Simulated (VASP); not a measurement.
# BiAs (CsCl type) (Pm-3m) in VASP: further runs

The runs below take BiAs (CsCl type) through single point, relaxation of cell and atoms, with PBEsol+D4, PBEsol.

All numbers are computed with VASP 6.6.1; they aren't measurements. Logs are shortened: lines on timing, memory, paths and dates and some standing lists are left out, and cuts for length are marked.

### Step 1. The cell of the first run

It takes space group Pm-3m (No. 221, cubic). The conventional cell has a = 3.630 Å, b = 3.630 Å, c = 3.630 Å, α = 90.00°, β = 90.00°, γ = 90.00°. Within 4.1 Å of Bi (site symmetry m-3m) lie 8 As at 3.14 Å and 6 Bi at 3.63 Å. Within 4.1 Å of As (site symmetry m-3m) lie 8 Bi at 3.14 Å and 6 As at 3.63 Å.

### Step 2. Single point, PBEsol+D4

The input, INCAR:

```
SYSTEM = BiAs
PREC = Accurate
ENCUT = 520
EDIFF = 1E-6
ISMEAR = -1
SIGMA = 0.08
LREAL = .False.
LASPH = .True.
NELM = 100
ALGO = Normal
ISIF = 2
LWAVE = .False.
LCHARG = .False.
GGA = PS
IVDW = 13
NBANDS = 17
```

The input, KPOINTS:

```
Automatic mesh
0
Gamma
  12 12 12
  0 0 0
```

The input, POSCAR:

```
BiAs
1.0
    3.6297335181      0.0000000000      0.0000000000
    0.0000000000      3.6297335181      0.0000000000
    0.0000000000      0.0000000000      3.6297335181
Bi As
1 1
Direct
    0.0000000000      0.0000000000      0.0000000000
    0.5000000000      0.5000000000      0.5000000000
```

Potentials or basis: VASP PAW PBE potentials, release 64 (Bi_d, As).

Launch:

```console
$ cat potpaw_PBE.64/Bi_d/POTCAR potpaw_PBE.64/As/POTCAR > POTCAR
$ mpirun -np 1 vasp_std > vasp.out
```

OUTCAR:

```text
SYSTEM = BiAs
   PREC = Accurate
   ENCUT = 520
   EDIFF = 1E-6
   ISMEAR = -1
   LREAL = .False.
   LASPH = .True.
   NELM = 100
   ISIF = 2
   GGA = PS
   IVDW = 13

 ion  position               nearest neighbor table
   1  0.000  0.000  0.000-   2 3.14   2 3.14   2 3.14   2 3.14   2 3.14   2 3.14   2 3.14   2 3.14

   2  0.500  0.500  0.500-   1 3.14   1 3.14   1 3.14   1 3.14   1 3.14   1 3.14   1 3.14   1 3.14

  LATTYP: Found a simple cubic cell.
 ALAT       =     3.6297335181

  Lattice vectors:

 A1 = (   3.6297335181,   0.0000000000,   0.0000000000)
 A2 = (   0.0000000000,   3.6297335181,   0.0000000000)
 A3 = (   0.0000000000,   0.0000000000,   3.6297335181)

Analysis of symmetry for initial positions (statically):
=====================================================================
 Subroutine PRICEL returns:
 Original cell was already a primitive cell.

 Routine SETGRP: Setting up the symmetry group for a
 simple cubic supercell.

 Subroutine GETGRP returns: Found 48 space group operations
 (whereof 48 operations were pure point group operations)
 out of a pool of 48 trial point group operations.

The static configuration has the point symmetry O_h .

Analysis of symmetry for dynamics (positions and initial velocities):
=====================================================================
 Subroutine PRICEL returns:
 Original cell was already a primitive cell.

 Routine SETGRP: Setting up the symmetry group for a
 simple cubic supercell.

 Subroutine GETGRP returns: Found 48 space group operations
 (whereof 48 operations were pure point group operations)
 out of a pool of 48 trial point group operations.

The dynamic configuration has the point symmetry O_h .

 Subroutine INISYM returns: Found 48 space group operations
 (whereof 48 operations are pure point group operations),
 and found     1 'primitive' translations

----------------------------------------------------------------------------------------

                                     Primitive cell

  volume of cell :      47.8216

  direct lattice vectors                    reciprocal lattice vectors
     3.629733518  0.000000000  0.000000000     0.275502319  0.000000000  0.000000000
     0.000000000  3.629733518  0.000000000     0.000000000  0.275502319  0.000000000
     0.000000000  0.000000000  3.629733518     0.000000000  0.000000000  0.275502319

  length of vectors
     3.629733518  3.629733518  3.629733518     0.275502319  0.275502319  0.275502319

  position of ions in fractional coordinates (direct lattice)
     0.000000000  0.000000000  0.000000000
     0.500000000  0.500000000  0.500000000

  ion indices of the primitive-cell ions
   primitive index   ion index
                 1           1
                 2           2

----------------------------------------------------------------------------------------

 KPOINTS: Automatic mesh

Automatic generation of k-mesh.
 Grid dimensions read from file:
 generate k-points for:   12   12   12

 Generating k-lattice:

  Cartesian coordinates                     Fractional coordinates (reciprocal lattice)
     0.022958527  0.000000000  0.000000000     0.083333333  0.000000000  0.000000000
     0.000000000  0.022958527  0.000000000     0.000000000  0.083333333  0.000000000
     0.000000000  0.000000000  0.022958527     0.000000000  0.000000000  0.083333333

  Length of vectors
     0.022958527  0.022958527  0.022958527

  Shift w.r.t. Gamma in fractional coordinates (k-lattice)
     0.000000000  0.000000000  0.000000000

 Subroutine IBZKPT returns following result:
 ===========================================

 Found     84 irreducible k-points:

 Following reciprocal coordinates:
            Coordinates               Weight
  0.000000  0.000000  0.000000      1.000000
  0.083333  0.000000  0.000000      6.000000
  0.166667  0.000000  0.000000      6.000000
  0.250000  0.000000  0.000000      6.000000
  0.333333  0.000000  0.000000      6.000000
  0.416667  0.000000  0.000000      6.000000
[... 16 lines left out ...]
  0.333333  0.333333  0.000000     12.000000
  0.416667  0.333333  0.000000     24.000000
 [... further k-points ...]
   k-points           NKPTS =     84   k-points in BZ     NKDIM =     84   number of bands    NBANDS=     17
   number of dos      NEDOS =    301   number of ions     NIONS =      2
   total plane-waves  NPLWV =  21952
   dimension x,y,z NGX =    28 NGY =   28 NGZ =   28
   dimension x,y,z NGXF=    56 NGYF=   56 NGZF=   56
   ions per type =               1   1
   NGX,Y,Z   is equivalent  to a cutoff of  12.82, 12.82, 12.82 a.u.
   NGXF,Y,Z  is equivalent  to a cutoff of  25.65, 25.65, 25.65 a.u.
 SYSTEM =  BiAs
   PREC   = accura    normal or accurate (medium, high low for compatibility)
   ISTART =      0    job   : 0-new  1-cont  2-samecut
   ICHARG =      2    charge: 1-file 2-atom 10-const
   ISPIN  =      1    spin polarized calculation?
   LNONCOLLINEAR =      F non collinear calculations
   LSORBIT =      F    spin-orbit coupling
   LASPH  =      T    aspherical Exc in radial PAW
   ENCUT  =  520.0 eV  38.22 Ry    6.18 a.u.   6.75  6.75  6.75*2*pi/ulx,y,z
   NELM   =    100;   NELMIN=  2; NELMDL= -5     # of ELM steps
   EDIFF  = 0.1E-05   stopping-criterion for ELM
   LREAL  =      F    real-space projection
   EDIFFG = 0.1E-04   stopping-criterion for IOM
   NSW    =      0    number of steps for IOM
   IBRION =     -1    ionic relax: 0-MD 1-quasi-New 2-CG
   NFREE  =      0    steps in history (QN), initial steepest desc. (CG)
   ISIF   =      2    stress and relaxation
   ISYM   =      2    0-nonsym 1-usesym 2-fastsym
   POTIM  = 0.5000    time-step for ionic-motion
   TEBEG  =    0.0;   TEEND  =   0.0 temperature during run
   PSTRESS=    0.0 pullay stress
   NELECT =      20.0000    total number of electrons
   NUPDOWN=      -1.0000    fix difference up-down
   EMIN   =  10.00;   EMAX   =-10.00  energy-range for DOS
   EFERMI =   0.00;   METHOD = LEGACY
   ISMEAR =    -1;   SIGMA  =   0.08  broadening in eV -4-tet -1-fermi 0-gaus
   EFERMI_NEDOS =   21; number of points for ismear=-14 and -15
   IALGO  =     38    algorithm
   IMIX   =      4    mixing-type and parameters
     AMIX     =   0.40;   BMIX     =  1.00
     AMIX_MAG =   1.60;   BMIX_MAG =  1.00
  volume/ion in A,a.u.               =      23.91       161.36
  Fermi-wavevector in a.u.,A,eV,Ry     =   1.224269  2.313532 20.392873  1.498834
  Thomas-Fermi vector in A             =   2.359349
   LORBIT       =      0    0 simple, 1 ext, 2 COOP (PROOUT), +10 PAW based schemes
   GGA     = PS    functional components
   LHFCALC =     F    Hartree Fock is set to
   AEXX    =    0.0000 exact exchange contribution
   IVDW    =    13    specifies the selected vdW correction
   LEPSILON=     F    determine dielectric tensor
   LRPA    =     F    only Hartree local field effects (RPA)
 non-spin polarized calculation
  energy-cutoff  :      520.00
  volume of cell :       47.82
 maximum number of plane-waves:      1328
 NGX is ok and might be reduce to    28
   NGX = 13   NGY = 13   NGZ = 13

 number of electron      19.9999985 magnetization

 Free energy of the ion-electron system (eV)
  ---------------------------------------------------
  ext. energy  EPLUGINS =         0.00000000
  ---------------------------------------------------
  free energy    TOTEN  =        -9.01853811 eV

  energy without entropy =       -8.99268444  energy(sigma->0) =       -9.00561127

 E-fermi :   7.6515     XC(G=0): -10.8415

 val. band max:        7.6503287394   @ k =   0.5000   0.2500   0.0833
 cond. band min:       7.6565378369   @ k =   0.2500   0.0833   0.0833
 fundamental gap:      0.0062090975
 Fermi energy:         7.6515406634

 k-point     1 :       0.0000    0.0000    0.0000
  band No.  band energies     occupation
      1     -15.4203      2.00000
      2     -15.4203      2.00000
      3     -15.3057      2.00000
      4     -15.3057      2.00000
      5     -15.3057      2.00000
      6      -6.6955      2.00000
[... 9 lines left out ...]
     16      19.7666      0.00000
     17      20.2475      0.00000

 k-point     2 :       0.0833    0.0000    0.0000
  band No.  band energies     occupation
      1     -15.4200      2.00000
      2     -15.4136      2.00000
      3     -15.3079      2.00000
      4     -15.3079      2.00000
      5     -15.3055      2.00000
      6      -6.6183      2.00000
[... 9 lines left out ...]
     16      19.5668      0.00000
     17      19.5917      0.00000

 k-point     3 :       0.1667    0.0000    0.0000
  band No.  band energies     occupation
      1     -15.4191      2.00000
      2     -15.3954      2.00000
      3     -15.3139      2.00000
      4     -15.3139      2.00000
      5     -15.3050      2.00000
      6      -6.3872      2.00000
[... 9 lines left out ...]
     16      18.2573      0.00000
     17      19.2588      0.00000

 k-point     4 :       0.2500    0.0000    0.0000
  band No.  band energies     occupation
      1     -15.4179      2.00000
      2     -15.3706      2.00000
      3     -15.3221      2.00000
      4     -15.3221      2.00000
      5     -15.3043      2.00000
      6      -6.0047      2.00000
[... 9 lines left out ...]
     16      17.0114      0.00000
     17      19.3841      0.00000
[... 343 lines left out ...]
      1     -15.3844      2.00000
      2     -15.3625      2.00000
      3     -15.3358      2.00000
      4     -15.3180      2.00000
      5     -15.2982      2.00000
      6      -3.6770      2.00000
[... 9 lines left out ...]
     16      17.4257      0.00000
     17      18.0777      0.00000

 k-point    23 :       0.3333    0.3333    0.0000
  band No.  band energies     occupation
      1     -15.3795      2.00000
      2     -15.3633      2.00000
      3     -15.3272      2.00000
      4     -15.3262      2.00000
      5     -15.3030      2.00000
      6      -4.3370      2.00000
[... 9 lines left out ...]
     16      16.5269      0.00000
     17      18.4618      0.00000

 k-point    24 :       0.4167    0.3333    0.0000
  band No.  band energies     occupation
      1     -15.3754      2.00000
      2     -15.3713      2.00000
      3     -15.3324      2.00000
      4     -15.3259      2.00000
      5     -15.2876      2.00000
      6      -3.7635      2.00000
[... 9 lines left out ...]
     16      16.4309      0.00000
     17      17.5514      0.00000

 [... further k-points ...]

------------------------ aborting loop because EDIFF is reached ----------------------------------------

  DFT-D4 for vdW energy calculation

  Edisp (eV):   -0.63174

  FORCE on cell =-STRESS in cart. coord.  units (eV):
  Direction    XX          YY          ZZ          XY          YZ          ZX
  --------------------------------------------------------------------------------------
  -------------------------------------------------------------------------------------
  Total      -0.60398    -0.60398    -0.60398    -0.00000    -0.00000    -0.00000
  in kB     -20.23541   -20.23541   -20.23541    -0.00000    -0.00000    -0.00000
  external pressure =      -20.24 kB  Pullay stress =        0.00 kB

 VOLUME and BASIS-vectors are now :
 -----------------------------------------------------------------------------
  energy-cutoff  :      520.00
  volume of cell :       47.82
      direct lattice vectors                 reciprocal lattice vectors
     3.629733518  0.000000000  0.000000000     0.275502319  0.000000000  0.000000000
     0.000000000  3.629733518  0.000000000     0.000000000  0.275502319  0.000000000
     0.000000000  0.000000000  3.629733518     0.000000000  0.000000000  0.275502319

 POSITION                                       TOTAL-FORCE (eV/Angst)
 -----------------------------------------------------------------------------------
      0.00000      0.00000      0.00000         0.000000      0.000000      0.000000
      1.81487      1.81487      1.81487         0.000000      0.000000      0.000000
 -----------------------------------------------------------------------------------
    total drift:                               -0.000000      0.000000     -0.000000

  FREE ENERGIE OF THE ION-ELECTRON SYSTEM (eV)
  ---------------------------------------------------
  free  energy   TOTEN  =        -9.6502779703 eV

  energy  without entropy=       -9.6244242990  energy(sigma->0) =       -9.63735113
```

It took 36 s on 1 thread of Intel Xeon Platinum 8259CL at 2.50GHz (Skylake/Cascade Lake), shared host; peak memory 0.21 GiB.

What came out:

```yaml
Free_energy: -9.6503 eV
Pressure: -2.0 GPa
Band_gap_on_the_k_mesh: zero (band 10 reaches 8.55 eV, above the bottom of band 11 at 4.99 eV)
Dispersion_energy_per_atom: -0.316 eV
```

Caveat: the PAW data sets were made with another functional, which shifts forces and pressure a little; spin-orbit coupling is left out, which moves the levels of the heavy elements; pairwise dispersion overbinds metals, which lowers pressure and volume.

(Part 1 of 2 ends here.)
